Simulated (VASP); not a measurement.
A run of VASP 6.6.1:

The input INCAR:

```
SYSTEM = Pt
PREC = Accurate
ENCUT = 500
EDIFF = 1E-7
ISMEAR = 0
SIGMA = 0.1
LREAL = .FALSE.
LASPH = .TRUE.
NELM = 120
ALGO = Normal
ISIF = 3
LWAVE = .FALSE.
LCHARG = .FALSE.
GGA = RE
IBRION = 2
NSW = 80
EDIFFG = -0.03
GGA_COMPAT = .FALSE.
NELMIN = 4
```

File KPOINTS:

```
Automatic mesh
0
G
  8 8 8
  0 0 0
```

Contents of POSCAR:

```
Pt
1.0
   -1.5550000000      1.5550000000      1.5550000000
    1.5550000000     -1.5550000000      1.5550000000
    1.5550000000      1.5550000000     -1.5550000000
Pt
1
Direct
    0.0000000000      0.0000000000      0.0000000000
```

Potentials or basis: VASP PAW PBE potentials, release 64 (Pt).

Launch:

```sh
$ cat potpaw_PBE.64/Pt/POTCAR > POTCAR
$ mpirun -np 1 vasp_std > vasp.out
```

Hardware: 1 thread of Intel(R) Xeon(R) 6975P-C (Granite Rapids), on a shared host.

**Question.** How long does it take, and how much memory?

**Answer.** Run time: 6.3 s on 1 thread of Intel(R) Xeon(R) 6975P-C (Granite Rapids), on a shared host, peak memory 0.13 GiB. Counts: scf iterations 37, k points 29, ion steps 4.
